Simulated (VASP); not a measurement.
# Ge5H2 in VASP: further runs

Ge5H2 is run at these levels: PBE; tasks: single point.

Program: VASP 6.6.1. These are calculated values, not measurements. Logs are shortened: lines on timing, memory, paths and dates and some standing lists are left out, and cuts for length are marked.

## 1. The cell of the first run

The cell holds a slab with vacuum, 28 atoms: a = 8.147 Å, b = 8.147 Å, c = 19.518 Å, α = 90.00°, β = 90.00°, γ = 90.00°.

## 2. Single point, PBE

Input file INCAR:

```
SYSTEM = Ge5H2
ALGO = Normal ; DIPOL = 0.5 0.5 0.340
EDIFF = 1E-6 ; ENCUT = 410
GGA = PE ; GGA_COMPAT = .False.
IDIPOL = 3 ; ISIF = 2
ISMEAR = 0 ; LASPH = .True.
LCHARG = .False. ; LDIPOL = .True.
LREAL = .False. ; LWAVE = .False.
NBANDS = 164 ; NELM = 120
NELMDL = -8 ; PREC = Accurate
SIGMA = 0.05
```

Input file KPOINTS:

```
k-points
0
Gamma
  3 3 1
  0 0 0
```

Input file POSCAR:

```
Ge5H2
1.0
    8.1473826809      0.0000000000      0.0000000000
    0.0000000000      8.1473826809      0.0000000000
    0.0000000000      0.0000000000     19.5175094652
Ge H
20 8
Direct
    0.5000000000      0.5000000000      0.2513865784
    0.5000000000      0.0000000000      0.2513865784
    0.0000000000      0.5000000000      0.2513865784
    0.0000000000      0.0000000000      0.2513865784
    0.7500000000      0.5000000000      0.3251801834
    0.7500000000      0.0000000000      0.3251801834
    0.2500000000      0.5000000000      0.3251801834
    0.2500000000      0.0000000000      0.3251801834
    0.7429131206      0.7490152038      0.3997794565
    0.7429131206      0.2509847962      0.3997794565
    0.2532560754      0.7496590128      0.3955281751
    0.2532560754      0.2503409872      0.3955281751
    0.0000064011      0.7364573646      0.4691781872
    0.0000064011      0.2635426354      0.4691781872
    0.4943814614      0.7248522489      0.4754763252
    0.4943814614      0.2751477511      0.4754763252
    0.1024169695      0.0000000000      0.5100307632
    0.1101460208      0.5000000000      0.5332406917
    0.4025385457      0.0000000000      0.5087257547
    0.4275808784      0.5000000000      0.5623406147
    0.5083944213      0.6502083350      0.2033868863
    0.5083944213      0.3497916650      0.2033868863
    0.5083944213      0.1502083350      0.2033868863
    0.5083944213     -0.1502083350      0.2033868863
   -0.0083944213      0.3497916650      0.2033868863
   -0.0083944213      0.6502083350      0.2033868863
   -0.0083944213     -0.1502083350      0.2033868863
   -0.0083944213      0.1502083350      0.2033868863
```

Potentials or basis: VASP PAW PBE potentials, release 64 (Ge_d, H).

Started as:

```bash
cat potpaw_PBE.64/Ge_d/POTCAR potpaw_PBE.64/H/POTCAR > POTCAR
mpirun -np 1 vasp_std > vasp.out
```

OUTCAR:

```text
SYSTEM = Ge5H2
   EDIFF = 1E-6
   ENCUT = 410
   GGA = PE
   ISIF = 2
   ISMEAR = 0
   LASPH = .True.
   LREAL = .False.
   NELM = 120
   NELMDL = -8
   PREC = Accurate

 ion  position               nearest neighbor table
   1  0.500  0.500  0.251-  21 1.54  22 1.54   5 2.49   7 2.49
   2  0.500  0.000  0.251-  23 1.54  24 1.54   6 2.49   8 2.49
   3  0.000  0.500  0.251-  25 1.54  26 1.54   5 2.49   7 2.49
   4  0.000  0.000  0.251-  27 1.54  28 1.54   6 2.49   8 2.49
   5  0.750  0.500  0.325-   1 2.49   3 2.49   9 2.50  10 2.50
   6  0.750  0.000  0.325-   2 2.49   4 2.49   9 2.51  10 2.51
[... 8 lines left out ...]
  15  0.494  0.725  0.475-  19 2.45   9 2.51  11 2.52  20 2.55
  16  0.494  0.275  0.475-  19 2.45  10 2.51  12 2.52  20 2.55
  17  0.102  0.000  0.510-  13 2.44  14 2.44  19 2.45
  18  0.110  0.500  0.533-  13 2.47  14 2.47  20 2.65
  19  0.403  0.000  0.509-  17 2.45  16 2.45  15 2.45
  20  0.428  0.500  0.562-  15 2.55  16 2.55  18 2.65
  21  0.508  0.650  0.203-   1 1.54
  22  0.508  0.350  0.203-   1 1.54
  23  0.508  0.150  0.203-   2 1.54
  24  0.508  0.850  0.203-   2 1.54
  25  0.992  0.350  0.203-   3 1.54
  26  0.992  0.650  0.203-   3 1.54
  27  0.992  0.850  0.203-   4 1.54
  28  0.992  0.150  0.203-   4 1.54

  LATTYP: Found a simple tetragonal cell.
 ALAT       =     8.1473826809
 C/A-ratio  =     2.3955557545

  Lattice vectors:

 A1 = (   8.1473826809,   0.0000000000,   0.0000000000)
 A2 = (   0.0000000000,   8.1473826809,   0.0000000000)
 A3 = (   0.0000000000,   0.0000000000,  19.5175094652)

Analysis of symmetry for initial positions (statically):
=====================================================================
 Subroutine PRICEL returns:
 Original cell was already a primitive cell.

 Routine SETGRP: Setting up the symmetry group for a
 simple tetragonal supercell.

 Subroutine GETGRP returns: Found  2 space group operations
 (whereof  2 operations were pure point group operations)
 out of a pool of 16 trial point group operations.

The static configuration has the point symmetry C_1h.

Analysis of symmetry for dynamics (positions and initial velocities):
=====================================================================
 Subroutine PRICEL returns:
 Original cell was already a primitive cell.

 Routine SETGRP: Setting up the symmetry group for a
 simple tetragonal supercell.

 Subroutine GETGRP returns: Found  2 space group operations
 (whereof  2 operations were pure point group operations)
 out of a pool of 16 trial point group operations.

The dynamic configuration has the point symmetry C_1h.

[... 142 lines left out ...]
   EMIN   =  10.00;   EMAX   =-10.00  energy-range for DOS
   EFERMI =   0.00;   METHOD = LEGACY
   ISMEAR =     0;   SIGMA  =   0.05  broadening in eV -4-tet -1-fermi 0-gaus
   EFERMI_NEDOS =   21; number of points for ismear=-14 and -15
   IALGO  =     38    algorithm
   IMIX   =      4    mixing-type and parameters
     AMIX     =   0.40;   BMIX     =  1.00
     AMIX_MAG =   1.60;   BMIX_MAG =  1.00
  volume/ion in A,a.u.               =      46.27       312.25
  Fermi-wavevector in a.u.,A,eV,Ry     =   0.991712  1.874063 13.381223  0.983492
  Thomas-Fermi vector in A             =   2.123472
   LORBIT       =      0    0 simple, 1 ext, 2 COOP (PROOUT), +10 PAW based schemes
   GGA     = PE    functional components
   LHFCALC =     F    Hartree Fock is set to
   AEXX    =    0.0000 exact exchange contribution
   IVDW    =     0    specifies the selected vdW correction
   LEPSILON=     F    determine dielectric tensor
   LRPA    =     F    only Hartree local field effects (RPA)
 non-spin polarized calculation
 Gauss-broadening in eV      SIGMA  =   0.05
  energy-cutoff  :      410.00
  volume of cell :     1295.57
 maximum number of plane-waves:     24481
 NGX is ok and might be reduce to    54
   NGX = 27   NGY = 27   NGZ = 65

 number of electron     288.0000312 magnetization

 dipolmoment           0.000000      0.000000     -0.017201 electrons x Angstroem

 Free energy of the ion-electron system (eV)
  ---------------------------------------------------
  ext. energy  EPLUGINS =         0.00000000
  ---------------------------------------------------
  free energy    TOTEN  =      -110.93710564 eV

  energy without entropy =     -110.92281745  energy(sigma->0) =     -110.92996155

 E-fermi :  -1.1314     XC(G=0):  -4.4851

 val. band max:       -1.1802805358   @ k =   0.3333   0.0000   0.0000
 cond. band min:      -1.1132175641   @ k =   0.3333   0.3333   0.0000
 fundamental gap:      0.0670629717
 Fermi energy:        -1.1313800839

 k-point     1 :       0.0000    0.0000    0.0000
  band No.  band energies     occupation
      1     -25.8093      2.00000
      2     -25.8059      2.00000
      3     -25.7989      2.00000
      4     -25.7944      2.00000
      5     -25.7884      2.00000
      6     -25.7851      2.00000
[... 625 lines left out ...]
    155       1.7751      0.00000
    156       1.8559      0.00000
 [bands above 156 left out]

------------------------ aborting loop because EDIFF is reached ----------------------------------------

 vacuum level on the upper side and lower side of the slab       (xc-potential included)        -0.241        -0.142

  FORCE on cell =-STRESS in cart. coord.  units (eV):
  Direction    XX          YY          ZZ          XY          YZ          ZX
  --------------------------------------------------------------------------------------
  -------------------------------------------------------------------------------------
  Total       -4.5548162     10.7779646     -0.9713832      0.0000000      0.0000000     -0.0107736
  in kB       -5.6327544     13.3286666     -1.2012697      0.0000000      0.0000000     -0.0133232
  external PRESSURE =       2.1648808 kB  Pullay stress =       0.0000000 kB

 VOLUME and BASIS-vectors are now :
 -----------------------------------------------------------------------------
  energy-cutoff  :      410.00
  volume of cell :     1295.57
      direct lattice vectors                 reciprocal lattice vectors
     8.147382681  0.000000000  0.000000000     0.122738803  0.000000000  0.000000000
     0.000000000  8.147382681  0.000000000     0.000000000  0.122738803  0.000000000
     0.000000000  0.000000000 19.517509465     0.000000000  0.000000000  0.051236045

 POSITION                                       TOTAL-FORCE (eV/Angst)
 -----------------------------------------------------------------------------------
      4.07369      4.07369      4.90644        -0.004069      0.000000      0.200578
      4.07369      0.00000      4.90644        -0.011264      0.000000      0.160651
      0.00000      4.07369      4.90644        -0.003529      0.000000      0.220763
      0.00000      0.00000      4.90644        -0.002569      0.000000      0.223841
      6.11054      4.07369      6.34671        -0.038236      0.000000     -0.120511
      6.11054      0.00000      6.34671        -0.079832      0.000000      0.021126
[... 20 lines left out ...]
      8.07899      6.92358      3.96961         0.015184      0.028996      0.051542
      8.07899      1.22380      3.96961         0.015184     -0.028996      0.051542
 -----------------------------------------------------------------------------------
    total drift:                               -0.010078      0.000000     -0.009725

  FREE ENERGIE OF THE ION-ELECTRON SYSTEM (eV)
  ---------------------------------------------------
  free  energy   TOTEN  =      -110.9371056419 eV

  energy  without entropy=     -110.9228174546  energy(sigma->0) =     -110.92996155

 vacuum level on the upper side and lower side of the slab         3.080         3.183
```

OSZICAR:

```text
N       E                     dE             d eps       ncg     rms          rms(c)
DAV:   1     0.334539034954E+04    0.33454E+04   -0.12671E+05  1592   0.278E+03
DAV:   2     0.568814810896E+03   -0.27766E+04   -0.27081E+04  1600   0.716E+02
DAV:   3    -0.510243963103E+02   -0.61984E+03   -0.60075E+03  1792   0.235E+02
DAV:   4    -0.111117280029E+03   -0.60093E+02   -0.59262E+02  1480   0.834E+01
[... 22 lines left out ...]
DAV:  27    -0.110937098799E+03   -0.58472E-05   -0.74591E-07   880   0.583E-03    0.462E-04
DAV:  28    -0.110937101028E+03   -0.22292E-05   -0.26848E-07   872   0.514E-03    0.364E-04
DAV:  29    -0.110937103451E+03   -0.24222E-05   -0.22721E-07   872   0.460E-03    0.195E-04
DAV:  30    -0.110937104818E+03   -0.13671E-05   -0.14351E-07   848   0.212E-03    0.146E-04
DAV:  31    -0.110937105642E+03   -0.82412E-06   -0.80290E-08   848   0.220E-03
   1 F= -.11093711E+03 E0= -.11092996E+03  d E =-.142882E-01
```

stdout:

```text
POSCAR found type information on POSCAR GeH
 POSCAR found :  2 types and      28 ions
 scaLAPACK will be used
 -----------------------------------------------------------------------------
|                                                                             |
|                                                                             |
|     You have a (more or less) 'large supercell' and for larger cells it     |
|     might be more efficient to use real-space projection operators.         |
|     Therefore, try LREAL= Auto in the INCAR file.                           |
|     Mind: For very accurate calculation, you might also keep the            |
|     reciprocal projection scheme (i.e. LREAL=.FALSE.).                      |
|                                                                             |
 -----------------------------------------------------------------------------

 LDA part: xc-table for (Slater+PW92), standard interpolation
 POSCAR, INCAR and KPOINTS ok, starting setup
 FFT: planning ... GRIDC
 FFT: planning ... GRID_SOFT
 FFT: planning ... GRID
 WAVECAR not read
 entering main loop
```

It took 37 min on 1 thread of Intel Xeon Platinum 8488C (Sapphire Rapids), shared host; peak memory 1 GiB.

Results:

```yaml
Free_energy: -110.9371 eV
Largest_force: 0.813 eV/Å
Band_gap_on_the_k_mesh: zero (bands 144 and 145 overlap by 0.17 eV)
```

Forces on the atoms (eV/Å):
```
Ge  -0.004  0.000  0.201
Ge  -0.011  0.000  0.161
Ge  -0.004  0.000  0.221
Ge  -0.003  0.000  0.224
Ge  -0.038  0.000 -0.121
Ge  -0.080  0.000  0.021
Ge   0.035  0.000 -0.812
Ge   0.092  0.000 -0.679
Ge  -0.007  0.003 -0.004
Ge  -0.007 -0.003 -0.004
Ge   0.000  0.008 -0.002
Ge   0.000 -0.008 -0.002
Ge   0.004  0.000  0.016
Ge   0.004  0.000  0.016
Ge  -0.005 -0.001 -0.011
Ge  -0.005  0.001 -0.011
Ge  -0.010  0.000  0.259
Ge   0.001  0.000  0.282
Ge   0.006  0.000  0.027
Ge   0.006  0.000  0.008
H   -0.018 -0.037  0.014
H   -0.018  0.037  0.014
H    0.000 -0.035  0.024
H    0.000  0.035  0.024
H    0.015  0.038  0.015
H    0.015 -0.038  0.015
H    0.015  0.029  0.052
H    0.015 -0.029  0.052
```

Levels at points of the mesh, in eV from the Fermi level:
```tsv
k point	band 141	band 142	band 143	band 144	band 145	band 146	band 147	band 148
(0.00, 0.00, 0.00)	-0.85	-0.82	-0.60	-0.40	-0.16	0.49	0.59	0.93
```

## 3. Single point, PBE

Input file INCAR:

```
ALGO = Normal ; DIPOL = 0.5 0.5 0.342
EDIFF = 1E-6 ; ENCUT = 410
GGA = PE ; GGA_COMPAT = False
IDIPOL = 3 ; ISIF = 2
ISMEAR = 0 ; LASPH = True
LCHARG = False ; LDIPOL = True
LREAL = False ; LWAVE = False
NBANDS = 164 ; NELM = 120
NELMDL = -8 ; PREC = Accurate
SIGMA = 0.05
```

Input file KPOINTS:

```
k-points
0
Gamma
  3 3 1
```

Input file POSCAR:

```
Ge5H2
1.0
    8.1473826809      0.0000000000      0.0000000000
    0.0000000000      8.1473826809      0.0000000000
    0.0000000000      0.0000000000     19.5175094652
Ge H
20 8
Direct
    0.5000000000      0.5000000000      0.2513865784
    0.5000000000      0.0000000000      0.2513865784
    0.0000000000      0.5000000000      0.2513865784
    0.0000000000      0.0000000000      0.2513865784
    0.7500000000      0.5000000000      0.3251801834
    0.7500000000      0.0000000000      0.3251801834
    0.2500000000      0.5000000000      0.3251801834
    0.2500000000      0.0000000000      0.3251801834
    0.7468277960      0.7482893046      0.4010826354
    0.7468277960      0.2517106954      0.4010826354
    0.2526183457      0.7475597051      0.3962125832
    0.2526183457      0.2524402949      0.3962125832
    0.0045424410      0.7474118313      0.4723063157
    0.0045424410      0.2525881687      0.4723063157
    0.4954860538      0.7263548611      0.4761280277
    0.4954860538      0.2736451389      0.4761280277
    0.0903190557      0.0000000000      0.5332406917
    0.1130525083      0.5000000000      0.5332406917
    0.3872382744      0.0000000000      0.5068018722
    0.4323005599      0.5000000000      0.5640214744
    0.5083944213      0.6502083350      0.2033868863
    0.5083944213      0.3497916650      0.2033868863
    0.5083944213      0.1502083350      0.2033868863
    0.5083944213     -0.1502083350      0.2033868863
   -0.0083944213      0.3497916650      0.2033868863
   -0.0083944213      0.6502083350      0.2033868863
   -0.0083944213     -0.1502083350      0.2033868863
   -0.0083944213      0.1502083350      0.2033868863
```

Potentials or basis: VASP PAW PBE potentials, release 64 (Ge_d, H).

Started as:

```bash
cat potpaw_PBE.64/Ge_d/POTCAR potpaw_PBE.64/H/POTCAR > POTCAR
mpirun -np 1 vasp_std > vasp.out
```

OUTCAR:

```text
EDIFF = 1E-6
   ENCUT = 410
   GGA = PE
   ISIF = 2
   ISMEAR = 0
   LASPH = True
   LREAL = False
   NELM = 120
   NELMDL = -8
   PREC = Accurate

 ion  position               nearest neighbor table
   1  0.500  0.500  0.251-  21 1.54  22 1.54   5 2.49   7 2.49
   2  0.500  0.000  0.251-  23 1.54  24 1.54   6 2.49   8 2.49
   3  0.000  0.500  0.251-  25 1.54  26 1.54   5 2.49   7 2.49
   4  0.000  0.000  0.251-  27 1.54  28 1.54   6 2.49   8 2.49
   5  0.750  0.500  0.325-   1 2.49   3 2.49   9 2.51  10 2.51
   6  0.750  0.000  0.325-   2 2.49   4 2.49   9 2.53  10 2.53
[... 8 lines left out ...]
  15  0.495  0.726  0.476-  19 2.47   9 2.52  11 2.53  20 2.57
  16  0.495  0.274  0.476-  19 2.47  10 2.52  12 2.53  20 2.57
  17  0.090  0.000  0.533-  19 2.47  14 2.48  13 2.48
  18  0.113  0.500  0.533-  13 2.50  14 2.50  20 2.67
  19  0.387  0.000  0.507-  15 2.47  16 2.47  17 2.47
  20  0.432  0.500  0.564-  15 2.57  16 2.57  18 2.67
  21  0.508  0.650  0.203-   1 1.54
  22  0.508  0.350  0.203-   1 1.54
  23  0.508  0.150  0.203-   2 1.54
  24  0.508  0.850  0.203-   2 1.54
  25  0.992  0.350  0.203-   3 1.54
  26  0.992  0.650  0.203-   3 1.54
  27  0.992  0.850  0.203-   4 1.54
  28  0.992  0.150  0.203-   4 1.54

[... 232 lines left out ...]
      6     -25.7476      2.00000
[... 625 lines left out ...]
    155       1.7224      0.00000
    156       1.8982      0.00000
 [bands above 156 left out]

------------------------ aborting loop because EDIFF is reached ----------------------------------------

 vacuum level on the upper side and lower side of the slab       (xc-potential included)        -0.236        -0.151

  FORCE on cell =-STRESS in cart. coord.  units (eV):
  Direction    XX          YY          ZZ          XY          YZ          ZX
  --------------------------------------------------------------------------------------
  -------------------------------------------------------------------------------------
  Total       -5.8022971      7.4015035     -3.3609362      0.0000000      0.0000000      0.1125474
  in kB       -7.1754628      9.1531358     -4.1563319      0.0000000      0.0000000      0.1391828
  external PRESSURE =      -0.7262196 kB  Pullay stress =       0.0000000 kB

 VOLUME and BASIS-vectors are now :
 -----------------------------------------------------------------------------
  energy-cutoff  :      410.00
  volume of cell :     1295.57
      direct lattice vectors                 reciprocal lattice vectors
     8.147382681  0.000000000  0.000000000     0.122738803  0.000000000  0.000000000
     0.000000000  8.147382681  0.000000000     0.000000000  0.122738803  0.000000000
     0.000000000  0.000000000 19.517509465     0.000000000  0.000000000  0.051236045

 POSITION                                       TOTAL-FORCE (eV/Angst)
 -----------------------------------------------------------------------------------
      4.07369      4.07369      4.90644        -0.019058      0.000000      0.240487
      4.07369      0.00000      4.90644         0.076755      0.000000      0.234321
      0.00000      4.07369      4.90644        -0.021187      0.000000      0.246087
      0.00000      0.00000      4.90644        -0.027834      0.000000      0.230351
      6.11054      4.07369      6.34671         0.026805      0.000000      0.004027
      6.11054      0.00000      6.34671        -0.031462      0.000000      0.223440
[... 20 lines left out ...]
      8.07899      6.92358      3.96961         0.023640      0.026252      0.048429
      8.07899      1.22380      3.96961         0.023640     -0.026252      0.048429
 -----------------------------------------------------------------------------------
    total drift:                                0.000990      0.000000     -0.019552

  FREE ENERGIE OF THE ION-ELECTRON SYSTEM (eV)
  ---------------------------------------------------
  free  energy   TOTEN  =      -111.0534812780 eV

  energy  without entropy=     -111.0395139347  energy(sigma->0) =     -111.04649761

 vacuum level on the upper side and lower side of the slab         3.073         3.163
```

OSZICAR:

```text
N       E                     dE             d eps       ncg     rms          rms(c)
DAV:   1     0.333550738378E+04    0.33355E+04   -0.12696E+05  1564   0.278E+03
DAV:   2     0.574470473224E+03   -0.27610E+04   -0.26943E+04  1592   0.710E+02
DAV:   3    -0.499356962487E+02   -0.62441E+03   -0.60558E+03  1784   0.235E+02
DAV:   4    -0.111337608158E+03   -0.61402E+02   -0.60308E+02  1496   0.834E+01
[... 22 lines left out ...]
DAV:  27    -0.111053474212E+03   -0.50979E-05   -0.50269E-07   880   0.851E-03    0.419E-04
DAV:  28    -0.111053477361E+03   -0.31483E-05   -0.39248E-07   884   0.470E-03    0.308E-04
DAV:  29    -0.111053479324E+03   -0.19635E-05   -0.18375E-07   856   0.422E-03    0.187E-04
DAV:  30    -0.111053480576E+03   -0.12516E-05   -0.12518E-07   848   0.206E-03    0.155E-04
DAV:  31    -0.111053481278E+03   -0.70214E-06   -0.78315E-08   856   0.267E-03
   1 F= -.11105348E+03 E0= -.11104650E+03  d E =-.139673E-01
```

It took 37 min on 1 thread of Intel Xeon Platinum 8488C (Sapphire Rapids), shared host; peak memory 1 GiB.

Results:

* Free energy: -111.0535 eV
* Largest force: 0.925 eV/Å
* Band gap on the k mesh: zero (filled and empty bands overlap)

Forces in eV/Å, atoms in the order of the input:
```
Ge  -0.019  0.000  0.240
Ge   0.077  0.000  0.234
Ge  -0.021  0.000  0.246
Ge  -0.028  0.000  0.230
Ge   0.027  0.000  0.004
Ge  -0.031  0.000  0.223
Ge   0.107  0.000 -0.919
Ge  -0.104  0.000 -0.493
Ge  -0.001  0.010  0.000
Ge  -0.001 -0.010  0.000
Ge   0.008 -0.005 -0.003
Ge   0.008  0.005 -0.003
Ge  -0.010  0.007 -0.002
Ge  -0.010 -0.007 -0.002
Ge  -0.014  0.004  0.017
Ge  -0.014 -0.004  0.017
Ge   0.006  0.000  0.340
Ge   0.003  0.000 -0.355
Ge   0.020  0.000 -0.005
Ge   0.020  0.000  0.012
H   -0.012 -0.043  0.011
H   -0.012  0.043  0.011
H   -0.050 -0.031  0.038
H   -0.050  0.031  0.038
H    0.027  0.040  0.011
H    0.027 -0.040  0.011
H    0.024  0.026  0.048
H    0.024 -0.026  0.048
```

The gap in the log of VASP goes by the Fermi energy; the results here count the filled bands.